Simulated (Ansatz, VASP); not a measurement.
**Two plane-wave programs on Ta**

```
Ta
1.0
     3.06183    0.00000    0.00000
    -1.53091    2.65162    0.00000
     0.00000    0.00000    4.63579
Ta
2
Direct
  0.66667 0.33333 0.75000
  0.33333 0.66667 0.25000
```

Alike in both runs: task single point; functional LDA; k mesh 21 × 21 × 10; occupations gaussian, width 0.15 eV; no spin polarisation.

|  | VASP | Ansatz |
| --- | --- | --- |
| version | VASP 6.6.1 | Ansatz 0.2.0 |
| potentials or method | VASP PAW LDA potentials, release 64 (Ta_pv), cutoff 520 eV | scalar-relativistic, plane waves, PAW |
| valence electrons in the cell | 22 | 26 |

VASP gave:

- gap on the k mesh at the Fermi level (eV): none
- pressure (GPa): -10.7
- traceless stress, the component that is largest in VASP (GPa): 6.81

**Question.** Estimate Ansatz's values.

**Answer.** gap on the k mesh at the Fermi level (eV): none; pressure (GPa): -11.3; traceless stress, the component that is largest in VASP (GPa): 6.82.

LDA's correlation is that of Perdew and Zunger in VASP and of Perdew and Wang (1992) in Ansatz. A gap of «none» marks a metal or a gap that the smearing closes. VASP's potentials hold 22 valence electrons a cell and Ansatz's 26, so a difference there can come from the potentials and not from the codes.

Spin-orbit coupling is off throughout.
